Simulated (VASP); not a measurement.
The system is AlPt.

```
Al Pt
1.0
     3.09155    0.00000    0.00000
     0.00000    3.09155    0.00000
     0.00000    0.00000    3.09155
Al Pt
1 1
Direct
  0.00000 0.00000 0.00000
  0.50000 0.50000 0.50000
```

Base run:

| Item | Value |
| --- | --- |
| Program | VASP 6.6.1 |
| Functional | r2SCAN |
| Potentials or basis | VASP PAW PBE potentials, release 64 (Al, Pt) |
| Cutoff | 520 eV |
| k mesh | 11 × 11 × 11 |
| Occupations | fermi-dirac, width 0.05 eV |
| Spin | collinear spin |
| Starting moments | [0.0, 1.4] μB |
| Fixed moment | 1.4 μB |

Its results: pressure 1.8 GPa; site moments Al +0.13; Pt +0.95 μB.

Q: After a change of settings the same cell gave: pressure -2.3 GPa; site moments Al +0.09; Pt +0.69 μB. Which change was it?
A. fixed moment from 1.4 μB to 0.1 μB; moments at the start from [0.0, 1.4] to [0.0, 0.1]
B. fixed moment from 1.4 μB to 0.5 μB; moments at the start from [0.0, 1.4] to [0.0, 0.5]
C. fixed moment from 1.4 μB to 1 μB; moments at the start from [0.0, 1.4] to [0.0, 1.0]

A: C.

Caveats: the PAW data sets were made with another functional, which shifts forces and pressure a little; the total moment is fixed, so each spin has its own Fermi level and the state may be an excited one.
